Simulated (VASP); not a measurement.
KZnF3, 5 atoms in the cell. It takes space group Pm-3m (No. 221, cubic). The conventional cell has a = 4.127 Å, b = 4.127 Å, c = 4.127 Å, α = 90.00°, β = 90.00°, γ = 90.00°. K (site symmetry m-3m) has 12 F at 2.92 Å and 8 Zn at 3.57 Å within 3.8 Å. Within 2.7 Å of Zn (site symmetry m-3m) lie 6 F at 2.06 Å. Within 2.7 Å of F (site symmetry 4/mmm) lie 2 Zn at 2.06 Å. 

- Program: VASP 6.6.1
- Task: single point
- Functional: HSE06
- Potentials or basis: VASP PAW PBE potentials, release 64 (K_sv, Zn, F)
- Cutoff: 520 eV
- k mesh: 4 × 4 × 4
- Occupations: gaussian, width 0.02 eV
- Spin: no spin polarisation
- Dipole correction: no
- Grid for exact exchange (PRECFOCK): Fast
- Further INCAR settings: ALGO = Normal; EDIFF = 1e-06; NBANDS = 29
- Share of exact exchange: 0.25
- Screening parameter: 0.2079 1/Å

Potentials or basis: VASP PAW PBE potentials, release 64 (K_sv, Zn, F).

Launch:

```bash
$ cat potpaw_PBE.64/K_sv/POTCAR potpaw_PBE.64/Zn/POTCAR potpaw_PBE.64/F/POTCAR > POTCAR
$ cp INCAR.step1 INCAR
$ mpirun -np 1 vasp_std > vasp.out
$ cp INCAR.step2 INCAR
$ mpirun -np 1 vasp_std > vasp.out
```

Hardware: 1 thread of Intel(R) Xeon(R) 6975P-C (Granite Rapids) (shared host).

Task: Estimate the wall time of this run.

Result: Wall time 11 min on 1 thread of Intel(R) Xeon(R) 6975P-C (Granite Rapids), on a shared host, peak memory 0.3 GiB. Counts: k points 10.
